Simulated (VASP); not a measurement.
# NaLa (P-6m2) in VASP: settings compared

The runs below take NaLa through single point, with PBE, RPBE, RPBE+D3(BJ), LDA.

Program: VASP 6.6.1. These are calculated values, not measurements. Logs are shortened: lines on timing, memory, paths and dates and some standing lists are left out, and cuts for length are marked.

### 1 The cell of the first run

The structure is hexagonal, space group P-6m2 (No. 187). The conventional cell has a = 3.700 Å, b = 3.700 Å, c = 6.652 Å, α = 90.00°, β = 90.00°, γ = 120.00°. La (site symmetry -6m2) has 6 La at 3.70 Å and 6 Na at 3.95 Å within 4.9 Å. Within 4.9 Å of Na (site symmetry -6m2) lie 6 Na at 3.70 Å and 6 La at 3.95 Å.

### 2 Single point, PBE (39.43 Å³/atom)

The input, INCAR:

```
  ALGO = Normal
  EDIFF = 1E-6
  ENCUT = 520
  GGA = PE
  ISIF = 2
  ISMEAR = 0
  LASPH = T
  LCHARG = T
  LELF = T
  LREAL = F
  LVHAR = T
  LWAVE = F
  NBANDS = 16
  NELM = 100
  PREC = Accurate
  SIGMA = 0.02
```

The input, KPOINTS:

```
k-points
0
Gamma
  9 9 4
```

The input, POSCAR:

```
NaLa
1.0
    3.6999612433      0.0000000000      0.0000000000
   -1.8499806216      3.2042604297      0.0000000000
    0.0000000000      0.0000000000      6.6522667581
La Na
1 1
Direct
    0.3333333333      0.6666666667      0.5000000000
    0.0000000000      0.0000000000      0.0000000000
```

Potentials or basis: VASP PAW PBE potentials, release 64 (La, Na_pv).

The run is started by

```sh
cat potpaw_PBE.64/La/POTCAR potpaw_PBE.64/Na_pv/POTCAR > POTCAR
mpirun -np 1 vasp_std > vasp.out
```

OUTCAR:

```text
EDIFF = 1E-6
   ENCUT = 520
   GGA = PE
   ISIF = 2
   ISMEAR = 0
   LASPH = T
   LREAL = F
   NELM = 100
   PREC = Accurate

 ion  position               nearest neighbor table
   1  0.333  0.667  0.500-
   2  0.000  0.000  0.000-

  LATTYP: Found a hexagonal cell.
 ALAT       =     3.6999612433
 C/A-ratio  =     1.7979287675

  Lattice vectors:

 A1 = (   3.6999612433,   0.0000000000,   0.0000000000)
 A2 = (  -1.8499806216,   3.2042604297,   0.0000000000)
 A3 = (   0.0000000000,   0.0000000000,   6.6522667581)

Analysis of symmetry for initial positions (statically):
=====================================================================
 Subroutine PRICEL returns:
 Original cell was already a primitive cell.

 Routine SETGRP: Setting up the symmetry group for a
 hexagonal supercell.

 Subroutine GETGRP returns: Found 12 space group operations
 (whereof 12 operations were pure point group operations)
 out of a pool of 24 trial point group operations.

The static configuration has the point symmetry D_3h.

Analysis of symmetry for dynamics (positions and initial velocities):
=====================================================================
 Subroutine PRICEL returns:
 Original cell was already a primitive cell.

 Routine SETGRP: Setting up the symmetry group for a
 hexagonal supercell.

 Subroutine GETGRP returns: Found 12 space group operations
 (whereof 12 operations were pure point group operations)
 out of a pool of 24 trial point group operations.

The dynamic configuration has the point symmetry D_3h.

 Subroutine INISYM returns: Found 12 space group operations
 (whereof 12 operations are pure point group operations),
 and found     1 'primitive' translations

----------------------------------------------------------------------------------------

                                     Primitive cell

  volume of cell :      78.8669

  direct lattice vectors                    reciprocal lattice vectors
     3.699961243  0.000000000  0.000000000     0.270273101  0.156042248  0.000000000
    -1.849980622  3.204260430  0.000000000     0.000000000  0.312084496  0.000000000
     0.000000000  0.000000000  6.652266758     0.000000000  0.000000000  0.150324699

  length of vectors
     3.699961243  3.699961243  6.652266758     0.312084496  0.312084496  0.150324699

  position of ions in fractional coordinates (direct lattice)
     0.333333333  0.666666667  0.500000000
     0.000000000  0.000000000  0.000000000

  ion indices of the primitive-cell ions
   primitive index   ion index
                 1           1
                 2           2

----------------------------------------------------------------------------------------

 KPOINTS: k-points

Automatic generation of k-mesh.
 Grid dimensions read from file:
 generate k-points for:    9    9    4

 Generating k-lattice:

  Cartesian coordinates                     Fractional coordinates (reciprocal lattice)
     0.030030345  0.017338028  0.000000000     0.111111111  0.000000000  0.000000000
     0.000000000  0.034676055  0.000000000     0.000000000  0.111111111  0.000000000
     0.000000000  0.000000000  0.037581175     0.000000000  0.000000000  0.250000000

  Length of vectors
     0.034676055  0.034676055  0.037581175

  Shift w.r.t. Gamma in fractional coordinates (k-lattice)
     0.000000000  0.000000000  0.000000000

 Subroutine IBZKPT returns following result:
 ===========================================

 Found     36 irreducible k-points:

 Following reciprocal coordinates:
            Coordinates               Weight
  0.000000  0.000000  0.000000      1.000000
  0.111111  0.000000  0.000000      6.000000
  0.222222 -0.000000  0.000000      6.000000
  0.333333  0.000000  0.000000      6.000000
  0.444444 -0.000000  0.000000      6.000000
  0.111111  0.111111  0.000000      6.000000
[... 16 lines left out ...]
  0.333333  0.222222  0.250000     24.000000
  0.333333  0.333333  0.250000      4.000000
 [... further k-points ...]
   k-points           NKPTS =     36   k-points in BZ     NKDIM =     36   number of bands    NBANDS=     16
   number of dos      NEDOS =    301   number of ions     NIONS =      2
   total plane-waves  NPLWV =  39200
   dimension x,y,z NGX =    28 NGY =   28 NGZ =   50
   dimension x,y,z NGXF=    56 NGYF=   56 NGZF=  100
   ions per type =               1   1
   NGX,Y,Z   is equivalent  to a cutoff of  12.58, 12.58, 12.50 a.u.
   NGXF,Y,Z  is equivalent  to a cutoff of  25.16, 25.16, 24.99 a.u.
 SYSTEM =  unknown system
   PREC   = accura    normal or accurate (medium, high low for compatibility)
   ISTART =      0    job   : 0-new  1-cont  2-samecut
   ICHARG =      2    charge: 1-file 2-atom 10-const
   ISPIN  =      1    spin polarized calculation?
   LNONCOLLINEAR =      F non collinear calculations
   LSORBIT =      F    spin-orbit coupling
   LASPH  =      T    aspherical Exc in radial PAW
   ENCUT  =  520.0 eV  38.22 Ry    6.18 a.u.   6.88  6.88 12.37*2*pi/ulx,y,z
   NELM   =    100;   NELMIN=  2; NELMDL= -5     # of ELM steps
   EDIFF  = 0.1E-05   stopping-criterion for ELM
   LREAL  =      F    real-space projection
   EDIFFG = 0.1E-04   stopping-criterion for IOM
   NSW    =      0    number of steps for IOM
   IBRION =     -1    ionic relax: 0-MD 1-quasi-New 2-CG
   NFREE  =      0    steps in history (QN), initial steepest desc. (CG)
   ISIF   =      2    stress and relaxation
   ISYM   =      2    0-nonsym 1-usesym 2-fastsym
   POTIM  = 0.5000    time-step for ionic-motion
   TEBEG  =    0.0;   TEEND  =   0.0 temperature during run
   PSTRESS=    0.0 pullay stress
   NELECT =      18.0000    total number of electrons
   NUPDOWN=      -1.0000    fix difference up-down
   EMIN   =  10.00;   EMAX   =-10.00  energy-range for DOS
   EFERMI =   0.00;   METHOD = LEGACY
   ISMEAR =     0;   SIGMA  =   0.02  broadening in eV -4-tet -1-fermi 0-gaus
   EFERMI_NEDOS =   21; number of points for ismear=-14 and -15
   IALGO  =     38    algorithm
   IMIX   =      4    mixing-type and parameters
     AMIX     =   0.40;   BMIX     =  1.00
     AMIX_MAG =   1.60;   BMIX_MAG =  1.00
  volume/ion in A,a.u.               =      39.43       266.11
  Fermi-wavevector in a.u.,A,eV,Ry     =   1.000462  1.890600 13.618413  1.000925
  Thomas-Fermi vector in A             =   2.132820
   LORBIT       =      0    0 simple, 1 ext, 2 COOP (PROOUT), +10 PAW based schemes
   GGA     = PE    functional components
   LHFCALC =     F    Hartree Fock is set to
   AEXX    =    0.0000 exact exchange contribution
   IVDW    =     0    specifies the selected vdW correction
   LEPSILON=     F    determine dielectric tensor
   LRPA    =     F    only Hartree local field effects (RPA)
 non-spin polarized calculation
 Gauss-broadening in eV      SIGMA  =   0.02
  energy-cutoff  :      520.00
  volume of cell :       78.87
 maximum number of plane-waves:      2148
 NGX is ok and might be reduce to    28
   NGX = 13   NGY = 13   NGZ = 25

 number of electron      18.0000010 magnetization

 Free energy of the ion-electron system (eV)
  ---------------------------------------------------
  ext. energy  EPLUGINS =         0.00000000
  ---------------------------------------------------
  free energy    TOTEN  =        -5.80956132 eV

  energy without entropy =       -5.80865275  energy(sigma->0) =       -5.80910703

 E-fermi :   3.6770     XC(G=0):  -7.8834

 val. band max:        3.6765282429   @ k =   0.3333   0.2222   0.5000
 cond. band min:       3.7464307947   @ k =   0.2222   0.2222   0.0000
 fundamental gap:      0.0699025518
 Fermi energy:         3.6770477664

 k-point     1 :       0.0000    0.0000    0.0000
  band No.  band energies     occupation
      1     -29.5395      2.00000
      2     -20.7720      2.00000
      3     -20.7720      2.00000
      4     -20.7658      2.00000
      5     -13.3053      2.00000
      6     -12.5879      2.00000
[... 8 lines left out ...]
     15       5.3470      0.00000
     16       5.3699      0.00000

 k-point     2 :       0.1111    0.0000    0.0000
  band No.  band energies     occupation
      1     -29.5230      2.00000
      2     -20.7756      2.00000
      3     -20.7728      2.00000
      4     -20.7653      2.00000
      5     -13.2839      2.00000
      6     -12.7333      2.00000
[... 8 lines left out ...]
     15       5.2240      0.00000
     16       5.3332      0.00000

 k-point     3 :       0.2222   -0.0000    0.0000
  band No.  band energies     occupation
      1     -29.4807      2.00000
      2     -20.7846      2.00000
      3     -20.7750      2.00000
      4     -20.7639      2.00000
      5     -13.2290      2.00000
      6     -13.0836      2.00000
[... 8 lines left out ...]
     15       5.2786      0.00000
     16       5.3112      0.00000

 k-point     4 :       0.3333    0.0000    0.0000
  band No.  band energies     occupation
      1     -29.4319      2.00000
      2     -20.7949      2.00000
      3     -20.7775      2.00000
      4     -20.7624      2.00000
      5     -13.4553      2.00000
      6     -13.1654      2.00000
[... 8 lines left out ...]
     15       5.3057      0.00000
     16       5.3579      0.00000

 k-point     5 :       0.4444   -0.0000    0.0000
  band No.  band energies     occupation
      1     -29.3997      2.00000
      2     -20.8016      2.00000
      3     -20.7791      2.00000
      4     -20.7614      2.00000
      5     -13.6852      2.00000
      6     -13.1231      2.00000
[... 8 lines left out ...]
     15       5.3288      0.00000
     16       5.3529      0.00000

 k-point     6 :       0.1111    0.1111    0.0000
  band No.  band energies     occupation
      1     -29.4936      2.00000
      2     -20.7816      2.00000
      3     -20.7747      2.00000
      4     -20.7643      2.00000
      5     -13.2457      2.00000
      6     -12.9671      2.00000
[... 8 lines left out ...]
     15       5.2754      0.00000
     16       5.3313      0.00000

 k-point     7 :       0.2222    0.1111    0.0000
  band No.  band energies     occupation
      1     -29.4480      2.00000
      2     -20.7905      2.00000
      3     -20.7778      2.00000
      4     -20.7629      2.00000
      5     -13.2970      2.00000
      6     -13.1863      2.00000
[... 8 lines left out ...]
     15       5.3067      0.00000
     16       5.3390      0.00000

 k-point     8 :       0.3333    0.1111    0.0000
  band No.  band energies     occupation
      1     -29.4073      2.00000
      2     -20.7983      2.00000
      3     -20.7805      2.00000
      4     -20.7616      2.00000
      5     -13.5710      2.00000
      6     -13.1332      2.00000
[... 8 lines left out ...]
     15       5.3093      0.00000
     16       5.3722      0.00000

 k-point     9 :       0.4444    0.1111    0.0000
  band No.  band energies     occupation
      1     -29.3911      2.00000
      2     -20.8014      2.00000
      3     -20.7816      2.00000
      4     -20.7611      2.00000
      5     -13.6758      2.00000
      6     -13.1119      2.00000
[... 8 lines left out ...]
     15       5.3233      0.00000
     16       5.3355      0.00000
[... 172 lines left out ...]
 k-point    19 :       0.2222    0.1111    0.2500
  band No.  band energies     occupation
      1     -29.4480      2.00000
      2     -20.7905      2.00000
      3     -20.7778      2.00000
      4     -20.7628      2.00000
      5     -13.2968      2.00000
      6     -13.1873      2.00000
[... 8 lines left out ...]
     15       5.3179      0.00000
     16       5.3313      0.00000

 k-point    20 :       0.3333    0.1111    0.2500
  band No.  band energies     occupation
      1     -29.4073      2.00000
      2     -20.7983      2.00000
      3     -20.7805      2.00000
      4     -20.7616      2.00000
      5     -13.5707      2.00000
      6     -13.1337      2.00000
[... 8 lines left out ...]
     15       5.3045      0.00000
     16       5.4009      0.00000

 k-point    21 :       0.4444    0.1111    0.2500
  band No.  band energies     occupation
      1     -29.3911      2.00000
      2     -20.8014      2.00000
      3     -20.7816      2.00000
      4     -20.7611      2.00000
      5     -13.6756      2.00000
      6     -13.1123      2.00000
[... 8 lines left out ...]
     15       5.3111      0.00000
     16       5.3615      0.00000

 k-point    22 :       0.2222    0.2222    0.2500
  band No.  band energies     occupation
      1     -29.4103      2.00000
      2     -20.7955      2.00000
      3     -20.7826      2.00000
      4     -20.7617      2.00000
      5     -13.4705      2.00000
      6     -13.1377      2.00000
[... 8 lines left out ...]
     15       5.2788      0.00000
     16       5.3971      0.00000

 k-point    23 :       0.3333    0.2222    0.2500
  band No.  band energies     occupation
      1     -29.3855      2.00000
      2     -20.7979      2.00000
      3     -20.7866      2.00000
      4     -20.7609      2.00000
      5     -13.5523      2.00000
      6     -13.1403      2.00000
[... 8 lines left out ...]
     15       5.2759      0.00000
     16       5.3955      0.00000

 k-point    24 :       0.3333    0.3333    0.2500
  band No.  band energies     occupation
      1     -29.3768      2.00000
      2     -20.7935      2.00000
      3     -20.7932      2.00000
      4     -20.7607      2.00000
      5     -13.3914      2.00000
      6     -13.3898      2.00000
[... 8 lines left out ...]
     15       5.1346      0.00000
     16       5.3378      0.00000

 [... further k-points ...]

------------------------ aborting loop because EDIFF is reached ----------------------------------------

  FORCE on cell =-STRESS in cart. coord.  units (eV):
  Direction    XX          YY          ZZ          XY          YZ          ZX
  --------------------------------------------------------------------------------------
  -------------------------------------------------------------------------------------
  Total       -0.6279293     -0.6279293     -0.4971268     -0.0000000     -0.0000000      0.0000000
  in kB      -12.7563579    -12.7563579    -10.0991114     -0.0000000     -0.0000000      0.0000000
  external PRESSURE =     -11.8706090 kB  Pullay stress =       0.0000000 kB

 VOLUME and BASIS-vectors are now :
 -----------------------------------------------------------------------------
  energy-cutoff  :      520.00
  volume of cell :       78.87
      direct lattice vectors                 reciprocal lattice vectors
     3.699961243  0.000000000  0.000000000     0.270273101  0.156042248  0.000000000
    -1.849980622  3.204260430  0.000000000     0.000000000  0.312084496  0.000000000
     0.000000000  0.000000000  6.652266758     0.000000000  0.000000000  0.150324699

 POSITION                                       TOTAL-FORCE (eV/Angst)
 -----------------------------------------------------------------------------------
     -0.00000      2.13617      3.32613         0.000000      0.000000      0.000000
      0.00000      0.00000      0.00000        -0.000000      0.000000      0.000000
 -----------------------------------------------------------------------------------
    total drift:                                0.000000     -0.000000     -0.000000

  FREE ENERGIE OF THE ION-ELECTRON SYSTEM (eV)
  ---------------------------------------------------
  free  energy   TOTEN  =        -5.8095613176 eV

  energy  without entropy=       -5.8086527487  energy(sigma->0) =       -5.80910703
```

Wall time 33 s (1 thread of Intel Xeon Platinum 8559C (Emerald Rapids), shared host); peak memory 0.22 GiB.

Results:

| Quantity | Value |
| --- | --- |
| Free energy | -5.8096 eV |
| Pressure | -1.2 GPa |
| Band gap on the k mesh | zero (bands 9 and 10 overlap by 0.55 eV) |

Stress tensor (GPa, compression positive):
```
-1.28  0.00  0.00
 0.00 -1.28  0.00
 0.00  0.00 -1.01
```

Caveat: spin-orbit coupling is left out, which moves the levels of the heavy elements.

### 3 Single point, RPBE (39.43 Å³/atom)

The input, INCAR:

```
PREC     = Accurate       # precision mode
ENCUT    = 520            # plane-wave cutoff, eV
EDIFF    = 1E-6           # SCF threshold, eV
ISMEAR   = 0              # smearing method
SIGMA    = 0.05           # smearing width, eV
LREAL    = F              # projectors in reciprocal space
LASPH    = T              # aspherical terms in the spheres
NELM     = 100            # most SCF steps
ALGO     = Fast           # electronic algorithm
ISIF     = 2              # what is computed and relaxed
LWAVE    = F              # write WAVECAR
LCHARG   = T              # write CHGCAR
GGA      = RP             # functional
LELF     = T              # ELF
LVHAR    = T            
NBANDS   = 16             # bands
```

The input, KPOINTS:

```
regular mesh
0
Gamma
  9 9 4
```

POSCAR is that of step 2.

Potentials or basis: VASP PAW PBE potentials, release 64 (La, Na_pv).

The run is started by

```sh
cat potpaw_PBE.64/La/POTCAR potpaw_PBE.64/Na_pv/POTCAR > POTCAR
mpirun -np 1 vasp_std > vasp.out
```

It took 66 s on 1 thread of Intel Xeon Platinum 8559C (Emerald Rapids), shared host; peak memory 0.22 GiB.

The run converged. Its results:

```
Free energy            : -5.3871 eV
Pressure               : -0.3 GPa
Band gap on the k mesh : zero (bands 9 and 10 overlap by 0.55 eV)
```

Stress tensor (GPa, compression positive):
```
-0.37  0.00  0.00
 0.00 -0.37  0.00
 0.00  0.00 -0.26
```

Levels at points of the mesh, in eV from the Fermi level:
```tsv
k point	band 7	band 8	band 9	band 10	band 11	band 12
(0.00, 0.00, 0.00)	-16.30	-3.16	-1.15	0.63	1.04	1.50
(0.00, 0.00, 0.50)	-16.30	-2.36	-1.97	0.11	1.04	1.24
```

Caveat: the PAW data sets were made with another functional, which shifts forces and pressure a little; spin-orbit coupling is left out, which moves the levels of the heavy elements.

### 4 Single point, PBE (39.43 Å³/atom)

The input, INCAR:

```
SYSTEM = NaLa
  PREC = Accurate
  ENCUT = 520
  EDIFF = 1E-6
  ISMEAR = 0
  SIGMA = 0.05
  LREAL = .FALSE.
  LASPH = .TRUE.
  NELM = 60
  ALGO = Normal
  ISIF = 2
  LWAVE = .FALSE.
  LCHARG = .FALSE.
  GGA = PE
  NBANDS = 16
```

The input, KPOINTS:

```
Automatic mesh
0
G
  9 9 4
  0 0 0
```

POSCAR is that of step 3.

The run is started by

```sh
cat potpaw_PBE.64/La/POTCAR potpaw_PBE.64/Na_pv/POTCAR > POTCAR
mpirun -np 1 vasp_std > vasp.out
```

Wall time 28 s (1 thread of Intel Xeon Platinum 8559C (Emerald Rapids), shared host); peak memory 0.22 GiB.

It converged, with:

```yaml
Free_energy: -5.8111 eV
Pressure: -1.2 GPa
Band_gap_on_the_k_mesh: zero (bands 9 and 10 overlap by 0.55 eV)
```

Stress tensor (GPa, compression positive):
```
-1.25  0.00  0.00
 0.00 -1.25  0.00
 0.00  0.00 -1.00
```

Levels at points of the mesh, in eV from the Fermi level:
| k point | band 6 | band 7 | band 8 | band 9 | band 10 | band 11 | band 12 | band 13 |
| --- | --- | --- | --- | --- | --- | --- | --- | --- |
| (0.00, 0.00, 0.00) | -16.27 | -16.27 | -3.17 | -1.17 | 0.65 | 1.06 | 1.50 | 1.52 |
| (0.00, 0.00, 0.50) | -16.27 | -16.27 | -2.36 | -1.98 | 0.08 | 1.06 | 1.26 | 1.52 |

Caveat: spin-orbit coupling is left out, which moves the levels of the heavy elements.

(Part 1 of 2 ends here.)
